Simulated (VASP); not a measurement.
# TiO2 (Anatase) (I4_1/amd) in VASP: a series of runs

Aim: see how the results for TiO2 (Anatase) move with the level of theory and the settings. Levels: PBE+D3(BJ), PBEsol. Tasks: single point, relaxation of cell and atoms.

All numbers are computed with VASP 6.6.1; they aren't measurements. Logs are shortened: lines on timing, memory, paths and dates and some standing lists are left out, and cuts for length are marked.

## Step 1: The cell of the first run

Symmetry: I4_1/amd, No. 141, tetragonal system. The conventional cell has a = 3.789 Å, b = 3.789 Å, c = 9.587 Å, α = 90.00°, β = 90.00°, γ = 90.00°. Ti (site symmetry -4m2) has 6 O at 1.94 to 1.99 Å within 2.6 Å. Within 2.6 Å of O (site symmetry 2mm) lie 3 Ti at 1.94 to 1.99 Å and 2 O at 2.47 Å.

## Step 2: Single point, PBE+D3(BJ)

File INCAR:

```
SYSTEM = TiO2
  PREC = Accurate
  ENCUT = 520
  EDIFF = 1E-6
  ISMEAR = -1
  SIGMA = 0.05
  LREAL = .FALSE.
  LASPH = .TRUE.
  NELM = 100
  ALGO = Normal
  ISIF = 2
  LWAVE = .FALSE.
  LCHARG = .FALSE.
  GGA = PE
  IVDW = 12
  NBANDS = 33
```

File KPOINTS:

```
regular mesh
0
G
  10 10 10
  0 0 0
```

File POSCAR:

```
TiO2
1.0
   -1.8943693722      1.8943693722      4.7935361040
    1.8943693722     -1.8943693722      4.7935361040
    1.8943693722      1.8943693722     -4.7935361040
Ti O
2 4
Direct
    0.7500000000      0.2500000000      0.5000000000
    0.0000000000      0.0000000000      0.0000000000
    0.7920962876      0.7920962876      0.0000000000
    0.5420962876      0.0420962876      0.5000000000
    0.9579037124      0.4579037124      0.5000000000
    0.2079037124      0.2079037124      0.0000000000
```

Potentials or basis: VASP PAW PBE potentials, release 64 (Ti_sv, O).

Started as:

```sh
cat potpaw_PBE.64/Ti_sv/POTCAR potpaw_PBE.64/O/POTCAR > POTCAR
mpirun -np 1 vasp_std > vasp.out
```

OUTCAR:

```text
SYSTEM = TiO2
   PREC = Accurate
   ENCUT = 520
   EDIFF = 1E-6
   ISMEAR = -1
   LREAL = .FALSE.
   LASPH = .TRUE.
   NELM = 100
   ISIF = 2
   GGA = PE
   IVDW = 12
 IVDW          = 12

 ion  position               nearest neighbor table
   1  0.750  0.250  0.500-   3 1.94   6 1.94   3 1.94   6 1.94   5 1.99   4 1.99
   2  0.000  0.000  0.000-   4 1.94   5 1.94   4 1.94   5 1.94   3 1.99   6 1.99
   3  0.792  0.792  0.000-   1 1.94   1 1.94   2 1.99
   4  0.542  0.042  0.500-   2 1.94   2 1.94   1 1.99
   5  0.958  0.458  0.500-   2 1.94   2 1.94   1 1.99
   6  0.208  0.208  0.000-   1 1.94   1 1.94   2 1.99

  LATTYP: Found a body centered tetragonal cell.
 ALAT       =     3.7887387444
 C/A-ratio  =     2.5304125871

  Lattice vectors:

 A1 = (  -1.8943693722,   1.8943693722,   4.7935361040)
 A2 = (   1.8943693722,  -1.8943693722,   4.7935361040)
 A3 = (   1.8943693722,   1.8943693722,  -4.7935361040)

Analysis of symmetry for initial positions (statically):
=====================================================================
 Subroutine PRICEL returns:
 Original cell was already a primitive cell.

 Routine SETGRP: Setting up the symmetry group for a
 body centered tetragonal supercell.

 Subroutine GETGRP returns: Found 16 space group operations
 (whereof  8 operations were pure point group operations)
 out of a pool of 16 trial point group operations.

The static configuration has the point symmetry D_2d.
 The point group associated with its full space group is D_4h.

Analysis of symmetry for dynamics (positions and initial velocities):
=====================================================================
 Subroutine PRICEL returns:
 Original cell was already a primitive cell.

 Routine SETGRP: Setting up the symmetry group for a
 body centered tetragonal supercell.

 Subroutine GETGRP returns: Found 16 space group operations
 (whereof  8 operations were pure point group operations)
 out of a pool of 16 trial point group operations.

The dynamic configuration has the point symmetry D_2d.
 The point group associated with its full space group is D_4h.

 Subroutine INISYM returns: Found 16 space group operations
 (whereof  8 operations are pure point group operations),
 and found     1 'primitive' translations

----------------------------------------------------------------------------------------

                                     Primitive cell

  volume of cell :      68.8090

  direct lattice vectors                    reciprocal lattice vectors
    -1.894369372  1.894369372  4.793536104     0.000000000  0.263940078  0.104307131
     1.894369372 -1.894369372  4.793536104     0.263940078  0.000000000  0.104307131
     1.894369372  1.894369372 -4.793536104     0.263940078  0.263940078  0.000000000

  length of vectors
     5.491380429  5.491380429  5.491380429     0.283803352  0.283803352  0.373267638

  position of ions in fractional coordinates (direct lattice)
     0.750000000  0.250000000  0.500000000
     0.000000000  0.000000000  0.000000000
     0.792096288  0.792096288  0.000000000
     0.542096288  0.042096288  0.500000000
     0.957903712  0.457903712  0.500000000
     0.207903712  0.207903712  0.000000000

  ion indices of the primitive-cell ions
   primitive index   ion index
                 1           1
                 2           2
                 3           3
                 4           4
                 5           5
                 6           6

----------------------------------------------------------------------------------------

 KPOINTS: regular mesh

Automatic generation of k-mesh.
 Grid dimensions read from file:
 generate k-points for:   10   10   10

 Generating k-lattice:

  Cartesian coordinates                     Fractional coordinates (reciprocal lattice)
     0.000000000  0.026394008  0.010430713     0.100000000  0.000000000  0.000000000
     0.026394008  0.000000000  0.010430713     0.000000000  0.100000000  0.000000000
     0.026394008  0.026394008  0.000000000     0.000000000  0.000000000  0.100000000

  Length of vectors
     0.028380335  0.028380335  0.037326764

  Shift w.r.t. Gamma in fractional coordinates (k-lattice)
     0.000000000  0.000000000  0.000000000

 Subroutine IBZKPT returns following result:
 ===========================================

 Found    102 irreducible k-points:

 Following reciprocal coordinates:
            Coordinates               Weight
  0.000000  0.000000  0.000000      1.000000
  0.100000  0.000000 -0.000000      8.000000
  0.200000  0.000000 -0.000000      8.000000
  0.300000  0.000000 -0.000000      8.000000
  0.400000  0.000000 -0.000000      8.000000
  0.500000  0.000000 -0.000000      4.000000
[... 16 lines left out ...]
  0.300000  0.300000 -0.000000      8.000000
  0.400000  0.300000 -0.000000     16.000000
 [... further k-points ...]
   k-points           NKPTS =    102   k-points in BZ     NKDIM =    102   number of bands    NBANDS=     33
   number of dos      NEDOS =    301   number of ions     NIONS =      6
   total plane-waves  NPLWV =  74088
   dimension x,y,z NGX =    42 NGY =   42 NGZ =   42
   dimension x,y,z NGXF=    84 NGYF=   84 NGZF=   84
   ions per type =               2   4
   NGX,Y,Z   is equivalent  to a cutoff of  12.72, 12.72, 12.72 a.u.
   NGXF,Y,Z  is equivalent  to a cutoff of  25.43, 25.43, 25.43 a.u.
 SYSTEM =  TiO2
   PREC   = accura    normal or accurate (medium, high low for compatibility)
   ISTART =      0    job   : 0-new  1-cont  2-samecut
   ICHARG =      2    charge: 1-file 2-atom 10-const
   ISPIN  =      1    spin polarized calculation?
   LNONCOLLINEAR =      F non collinear calculations
   LSORBIT =      F    spin-orbit coupling
   LASPH  =      T    aspherical Exc in radial PAW
   ENCUT  =  520.0 eV  38.22 Ry    6.18 a.u.  10.21 10.21 10.21*2*pi/ulx,y,z
   NELM   =    100;   NELMIN=  2; NELMDL= -5     # of ELM steps
   EDIFF  = 0.1E-05   stopping-criterion for ELM
   LREAL  =      F    real-space projection
   EDIFFG = 0.1E-04   stopping-criterion for IOM
   NSW    =      0    number of steps for IOM
   IBRION =     -1    ionic relax: 0-MD 1-quasi-New 2-CG
   NFREE  =      0    steps in history (QN), initial steepest desc. (CG)
   ISIF   =      2    stress and relaxation
   ISYM   =      2    0-nonsym 1-usesym 2-fastsym
   POTIM  = 0.5000    time-step for ionic-motion
   TEBEG  =    0.0;   TEEND  =   0.0 temperature during run
   PSTRESS=    0.0 pullay stress
   NELECT =      48.0000    total number of electrons
   NUPDOWN=      -1.0000    fix difference up-down
   EMIN   =  10.00;   EMAX   =-10.00  energy-range for DOS
   EFERMI =   0.00;   METHOD = LEGACY
   ISMEAR =    -1;   SIGMA  =   0.05  broadening in eV -4-tet -1-fermi 0-gaus
   EFERMI_NEDOS =   21; number of points for ismear=-14 and -15
   IALGO  =     38    algorithm
   IMIX   =      4    mixing-type and parameters
     AMIX     =   0.40;   BMIX     =  1.00
     AMIX_MAG =   1.60;   BMIX_MAG =  1.00
  volume/ion in A,a.u.               =      11.47        77.39
  Fermi-wavevector in a.u.,A,eV,Ry     =   1.451911  2.743715 28.681720  2.108047
  Thomas-Fermi vector in A             =   2.569354
   LORBIT       =      0    0 simple, 1 ext, 2 COOP (PROOUT), +10 PAW based schemes
   GGA     = PE    functional components
   LHFCALC =     F    Hartree Fock is set to
   AEXX    =    0.0000 exact exchange contribution
   IVDW    =    12    specifies the selected vdW correction
   LEPSILON=     F    determine dielectric tensor
   LRPA    =     F    only Hartree local field effects (RPA)
 non-spin polarized calculation
  energy-cutoff  :      520.00
  volume of cell :       68.81
 maximum number of plane-waves:      1870
 NGX is ok and might be reduce to    42
   NGX = 21   NGY = 21   NGZ = 21

 number of electron      47.9999991 magnetization

 Free energy of the ion-electron system (eV)
  ---------------------------------------------------
  ext. energy  EPLUGINS =         0.00000000
  ---------------------------------------------------
  free energy    TOTEN  =       -53.84788418 eV

  energy without entropy =      -53.84788418  energy(sigma->0) =      -53.84788418

 E-fermi :   4.3389     XC(G=0): -10.6855

 val. band max:        3.3101007841   @ k =  -0.4000   0.4000   0.0000
 cond. band min:       5.4101277785   @ k =   0.0000   0.0000   0.0000
 fundamental gap:      2.1000269944
 Fermi energy:         4.3389143416

 k-point     1 :       0.0000    0.0000    0.0000
  band No.  band energies     occupation
      1     -53.1168      2.00000
      2     -53.0602      2.00000
      3     -29.5663      2.00000
      4     -29.3363      2.00000
      5     -29.3363      2.00000
      6     -29.2689      2.00000
[... 25 lines left out ...]
     32       8.5056      0.00000
     33       8.5692      0.00000

 k-point     2 :       0.1000    0.0000   -0.0000
  band No.  band energies     occupation
      1     -53.1156      2.00000
      2     -53.0610      2.00000
      3     -29.5636      2.00000
      4     -29.3488      2.00000
      5     -29.3372      2.00000
      6     -29.2741      2.00000
[... 25 lines left out ...]
     32       8.6057      0.00000
     33       8.8589      0.00000

 k-point     3 :       0.2000    0.0000   -0.0000
  band No.  band energies     occupation
      1     -53.1121      2.00000
      2     -53.0634      2.00000
      3     -29.5566      2.00000
      4     -29.3804      2.00000
      5     -29.3394      2.00000
      6     -29.2864      2.00000
[... 25 lines left out ...]
     32       8.9491      0.00000
     33       9.2958      0.00000

 k-point     4 :       0.3000    0.0000   -0.0000
  band No.  band energies     occupation
      1     -53.1073      2.00000
      2     -53.0669      2.00000
      3     -29.5483      2.00000
      4     -29.4183      2.00000
      5     -29.3418      2.00000
      6     -29.2983      2.00000
[... 25 lines left out ...]
     32       9.1594      0.00000
     33       9.5793      0.00000

 k-point     5 :       0.4000    0.0000   -0.0000
  band No.  band energies     occupation
      1     -53.1026      2.00000
      2     -53.0705      2.00000
      3     -29.5411      2.00000
      4     -29.4499      2.00000
      5     -29.3436      2.00000
      6     -29.3040      2.00000
[... 604 lines left out ...]
 k-point    22 :      -0.2000    0.2000    0.0000
  band No.  band energies     occupation
      1     -53.1099      2.00000
      2     -53.0641      2.00000
      3     -29.5623      2.00000
      4     -29.3967      2.00000
      5     -29.3576      2.00000
      6     -29.3049      2.00000
[... 25 lines left out ...]
     32       9.7017      0.00000
     33       9.9384      0.00000

 k-point    23 :       0.3000    0.3000   -0.0000
  band No.  band energies     occupation
      1     -53.0954      2.00000
      2     -53.0759      2.00000
      3     -29.5228      2.00000
      4     -29.4678      2.00000
      5     -29.3802      2.00000
      6     -29.3359      2.00000
[... 25 lines left out ...]
     32       9.7116      0.00000
     33      10.5165      0.00000

 k-point    24 :       0.4000    0.3000   -0.0000
  band No.  band energies     occupation
      1     -53.0918      2.00000
      2     -53.0783      2.00000
      3     -29.5258      2.00000
      4     -29.4884      2.00000
      5     -29.3821      2.00000
      6     -29.3514      2.00000
[... 25 lines left out ...]
     32       9.7205      0.00000
     33      10.6050      0.00000

 [... further k-points ...]

------------------------ aborting loop because EDIFF is reached ----------------------------------------

 Edisp (eV)   -1.34102

 E8    (eV) :    -0.5327

  FORCE on cell =-STRESS in cart. coord.  units (eV):
  Direction    XX          YY          ZZ          XY          YZ          ZX
  --------------------------------------------------------------------------------------
  -------------------------------------------------------------------------------------
  Total       0.11479     0.11479     0.14353     0.00000    -0.00000     0.00000
  in kB       2.67276     2.67276     3.34200     0.00000    -0.00000     0.00000
  external pressure =        2.90 kB  Pullay stress =        0.00 kB

 VOLUME and BASIS-vectors are now :
 -----------------------------------------------------------------------------
  energy-cutoff  :      520.00
  volume of cell :       68.81
      direct lattice vectors                 reciprocal lattice vectors
    -1.894369372  1.894369372  4.793536104     0.000000000  0.263940078  0.104307131
     1.894369372 -1.894369372  4.793536104     0.263940078  0.000000000  0.104307131
     1.894369372  1.894369372 -4.793536104     0.263940078  0.263940078  0.000000000

 POSITION                                       TOTAL-FORCE (eV/Angst)
 -----------------------------------------------------------------------------------
      0.00000      1.89437      2.39677         0.000000      0.000000      0.000000
      0.00000      0.00000      0.00000         0.000000      0.000000      0.000000
      0.00000      0.00000      7.59388        -0.000000     -0.000000     -0.019981
      0.00000      1.89437      0.40358         0.000000      0.000000     -0.019981
      0.00000      1.89437      4.38996        -0.000000     -0.000000      0.019981
      0.00000      0.00000      1.99319         0.000000      0.000000      0.019981
 -----------------------------------------------------------------------------------
    total drift:                                0.000000      0.000000     -0.000000

  FREE ENERGIE OF THE ION-ELECTRON SYSTEM (eV)
  ---------------------------------------------------
  free  energy   TOTEN  =       -55.1889042062 eV

  energy  without entropy=      -55.1889042061  energy(sigma->0) =      -55.18890421
```

Wall time 10 min (1 thread of Intel Xeon Platinum 8488C (Sapphire Rapids), shared host); peak memory 0.38 GiB.

What came out:

| Property | Result |
| --- | --- |
| Free energy | -55.1889 eV |
| Pressure | 0.3 GPa |
| Largest force | 0.020 eV/Å |
| Band gap on the k mesh | 2.10 eV, indirect (least direct gap 2.43 eV) |
| Dispersion energy per atom | -0.224 eV |

Forces on the atoms (eV/Å):
```
Ti   0.000  0.000  0.000
Ti   0.000  0.000  0.000
O    0.000  0.000 -0.020
O    0.000  0.000 -0.020
O    0.000  0.000  0.020
O    0.000  0.000  0.020
```

Levels at points of the mesh, in eV from the valence-band top:
```csv
k point,band 22,band 23,band 24,band 25,band 26,band 27
"(0.00, 0.00, 0.00)",-0.78,-0.45,-0.45,2.10,2.81,3.95
"(0.50, 0.00, 0.00)",-0.93,-0.86,-0.64,3.21,3.51,3.52
"(0.50, 0.50, 0.00)",-2.05,-0.03,-0.03,3.29,3.29,3.76
"(0.50, 0.50, 0.50)",-1.26,-0.12,-0.12,2.44,2.44,3.72
```

Caveat: three body term missing.

## Step 3: Relaxation of cell and atoms, PBEsol

This run uses another cell than the first one, of 11.35 Å³/atom, 0.990 times its volume.

File INCAR:

```
SYSTEM = TiO2
  PREC = Accurate
  ENCUT = 600
  EDIFF = 1E-6
  ISMEAR = -1
  SIGMA = 0.05
  LREAL = .False.
  LASPH = .True.
  NELM = 100
  ALGO = Normal
  ISIF = 3
  LWAVE = .False.
  LCHARG = .False.
  GGA = PS
  IBRION = 2
  NSW = 80
  EDIFFG = -0.01
```

File KPOINTS:

```
regular mesh
0
Gamma
  8 8 8
  0 0 0
```

File POSCAR:

```
TiO2
1.0
   -1.8921000000      1.8921000000      4.7573000000
    1.8921000000     -1.8921000000      4.7573000000
    1.8921000000      1.8921000000     -4.7573000000
Ti O
2 4
Direct
    0.7500000000      0.2500000000      0.5000000000
    0.0000000000      0.0000000000      0.0000000000
    0.7919000000      0.7919000000      0.0000000000
    0.5419000000      0.0419000000      0.5000000000
    0.9581000000      0.4581000000      0.5000000000
    0.2081000000      0.2081000000      0.0000000000
```

Potentials or basis: VASP PAW PBE potentials, release 64 (Ti_sv, O).

Started as:

```sh
cat potpaw_PBE.64/Ti_sv/POTCAR potpaw_PBE.64/O/POTCAR > POTCAR
mpirun -np 1 vasp_std > vasp.out
```

Wall time 11 min (1 thread of Intel Xeon 6975P-C (Granite Rapids), shared host); peak memory 0.41 GiB.

Results (log left out):

```yaml
Free_energy: -56.2266 eV
Relaxed_volume: 11.33 Å³/atom
Relaxed_cell: a = 5.473 Å, b = 5.473 Å, c = 5.473 Å, α = 139.68°, β = 139.68°, γ = 58.33°
Space_group_after_relaxing_to_0.05_Å: I4_1/amd (No. 141)
Energy_gained_by_relaxing: 0.2 meV/atom
Ionic_steps: 12
Pressure_after_relaxing: 0.0 GPa
Band_gap_on_the_k_mesh: 2.12 eV, indirect (least direct gap 2.42 eV)
```

The path:
| step | energy change (eV) | largest force (eV/Å) | pressure (GPa) | volume (Å³) |
| --- | --- | --- | --- | --- |
| 1 | 0.0000 | 0.0106 | -0.54 | 68.13 |
| 2 | -0.0006 | 0.0083 | 0.58 | 67.75 |
| 3 | -0.0008 | 0.0015 | 0.22 | 67.88 |
| 4 | -0.0008 | 0.0014 | 0.16 | 67.89 |
| 5 | -0.0009 | 0.0269 | -0.04 | 67.95 |
| 6 | -0.0009 | 0.0346 | -0.12 | 67.97 |
| 7 | -0.0009 | 0.0311 | -0.08 | 67.96 |
| 8 | -0.0009 | 0.0291 | -0.07 | 67.95 |
| 9 | -0.0010 | 0.0268 | -0.04 | 67.96 |
| 10 | -0.0011 | 0.0213 | 0.06 | 67.97 |
| 11 | -0.0012 | 0.0135 | 0.03 | 68.03 |
| 12 | -0.0012 | 0.0010 | 0.00 | 68.01 |

Final structure:
```xyz
6
Lattice="-1.8861 1.8861 4.7791 1.8861 -1.8861 4.7791 1.8861 1.8861 -4.7791" Properties=species:S:1:pos:R:3 pbc="T T T"
Ti    0.0000    1.8861    2.3896
Ti    0.0000    0.0000    0.0000
O     0.0000    0.0000    7.5742
O     0.0000    1.8861    0.4055
O     0.0000    1.8861    4.3736
O     0.0000    0.0000    1.9840
```

Levels at points of the mesh, in eV from the valence-band top:
| k point | band 21 | band 22 | band 23 | band 24 | band 25 | band 26 | band 27 | band 28 |
| --- | --- | --- | --- | --- | --- | --- | --- | --- |
| (0.00, 0.00, 0.00) | -0.74 | -0.74 | -0.43 | -0.43 | 2.12 | 2.87 | 4.06 | 4.06 |
| (0.50, 0.00, 0.00) | -1.95 | -0.93 | -0.81 | -0.61 | 3.27 | 3.60 | 3.60 | 3.69 |
| (0.50, 0.50, 0.00) | -2.06 | -2.06 | -0.01 | -0.01 | 3.36 | 3.36 | 3.85 | 3.85 |
| (0.50, 0.50, 0.50) | -1.24 | -1.24 | -0.08 | -0.08 | 2.48 | 2.48 | 3.82 | 3.82 |

Caveat: the PAW data sets were made with another functional, which shifts forces and pressure a little.
